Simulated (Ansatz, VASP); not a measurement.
# Two plane-wave programs on Ti3H2

```
CELL_PARAMETERS angstrom
5.14224 0.00000 0.00000
-2.57112 4.45331 0.00000
0.00000 0.00000 4.80775
ATOMIC_POSITIONS crystal
Ti 0.00000 0.67388 0.75000
Ti 0.32612 0.00000 0.25000
Ti 0.67388 0.67388 0.25000
Ti 0.00000 0.32612 0.25000
Ti 0.32612 0.32612 0.75000
Ti 0.67388 0.00000 0.75000
H 0.66667 0.33333 0.50000
H 0.33333 0.66667 0.50000
H 0.33333 0.66667 0.00000
H 0.66667 0.33333 0.00000
```

Alike in both runs: functional PBE; k mesh 4 × 4 × 4; occupations gaussian, width 0.2 eV; no spin polarisation.

Ansatz relaxed the structure, and its values are those at the end. VASP's run is a single point on that final structure, the one shown.

```csv
,VASP,Ansatz
version,VASP 6.6.1,Ansatz 0.2.0
potentials or method,"VASP PAW PBE potentials, release 64 (Ti_sv, H), cutoff 520 eV","scalar-relativistic, plane waves, PAW"
valence electrons in the cell,76,76
```

```csv
,VASP,Ansatz,Ansatz less VASP
gap on the k mesh at the Fermi level (eV),none,none,-
pressure (GPa),-0.4,-0.3,+0.17
rms of the force components (eV/Å),0.034,0.032,-0.0015
```

A gap of «none» marks a metal or a gap that the smearing closes.
